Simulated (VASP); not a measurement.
Write the native input for VASP 6.6.1 that does the following.

* Task: single point
* Functional: LDA
* Potentials or basis: VASP PAW LDA potentials, release 64 (In_d, As)
* Cutoff: 520 eV
* k mesh: 8 × 8 × 8
* Occupations: fermi-dirac, width 0.02 eV
* Spin: no spin polarisation
* Dipole correction: no
* Further INCAR settings: ALGO = Normal; EDIFF = 1e-06; NBANDS = 16

The structure of InAs lies in POSCAR:

```
InAs
1.0
    0.0000000000      3.0545904655      3.0545904655
    3.0545904655      0.0000000000      3.0545904655
    3.0545904655      3.0545904655      0.0000000000
In As
1 1
Direct
    0.0000000000      0.0000000000      0.0000000000
    0.2500000000      0.2500000000      0.2500000000
```

The input as run:

INCAR

```
SYSTEM = InAs
PREC = Accurate
ENCUT = 520
EDIFF = 1E-6
ISMEAR = -1
SIGMA = 0.02
LREAL = .FALSE.
LASPH = .TRUE.
NELM = 60
ALGO = Normal
ISIF = 2
LWAVE = .FALSE.
LCHARG = .TRUE.
GGA = CA
LELF = .TRUE.
LVHAR = .TRUE.
NBANDS = 16
```

KPOINTS

```
regular mesh
0
G
  8 8 8
  0 0 0
```

Potentials or basis: VASP PAW LDA potentials, release 64 (In_d, As).

The run is started by

```console
$ cat potpaw_LDA.64/In_d/POTCAR potpaw_LDA.64/As/POTCAR > POTCAR
$ mpirun -np 1 vasp_std > vasp.out
```

It gave:

```
Pressure               : -2.1 GPa
Band gap on the k mesh : zero (filled and empty bands touch)
```

Caveat: semilocal functionals underestimate gaps, so a narrow gap can read as zero; spin-orbit coupling is left out, which moves the levels of the heavy elements.

It took 31 s on 1 thread of Intel Xeon 8259CL, with other jobs on the host, peak memory 0.16 GiB.
